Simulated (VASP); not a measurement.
A run of VASP 6.6.1:

INCAR

```
ALGO     = Normal         # electronic algorithm
EDIFF    = 1E-6           # SCF threshold, eV
ENCUT    = 520            # plane-wave cutoff, eV
GGA      = PE             # functional
ISIF     = 2              # what is computed and relaxed
ISMEAR   = 0              # smearing method
ISPIN    = 2              # spin polarisation
LASPH    = T              # aspherical terms in the spheres
LCHARG   = F              # write CHGCAR
LORBIT   = 11             # projections on sites
LREAL    = F              # projectors in reciprocal space
LWAVE    = F              # write WAVECAR
MAGMOM   = 0 0 0 0 1 1    # initial moments
NBANDS   = 25             # bands
NELM     = 150            # most SCF steps
PREC     = Accurate       # precision mode
SIGMA    = 0.1            # smearing width, eV
```

KPOINTS

```
k-points
0
Gamma
  6 6 2
```

The input POSCAR:

```
Si2C
1.0
    2.7364528100      0.0000000000      0.0000000000
   -1.3682264000      2.3698376500      0.0000000000
    0.0000000000      0.0000000000     13.3250650100
Si C
4 2
Direct
    0.3333333300      0.6666666700      0.0000000000
    0.3333333300      0.6666666700      0.3333333300
    0.3333333300      0.6666666700      0.6666666700
    0.6666666700      0.3333333300      0.5000000000
    0.6666666700      0.3333333300      0.1666666700
    0.6666666700      0.3333333300      0.8333333300
```

Potentials or basis: VASP PAW PBE potentials, release 64 (Si, C).

Command:

```console
$ cat potpaw_PBE.64/Si/POTCAR potpaw_PBE.64/C/POTCAR > POTCAR
$ mpirun -np 1 vasp_std > vasp.out
```

Hardware: 1 thread of Intel(R) Xeon(R) Platinum 8488C (Sapphire Rapids) (shared host).

**Question.** How long does it take, and how much memory?

**Answer.** Run time: 57 s on 1 thread of Intel(R) Xeon(R) Platinum 8488C (Sapphire Rapids) (shared host), peak memory 0.23 GiB. Counts: scf iterations 17, k points 14.
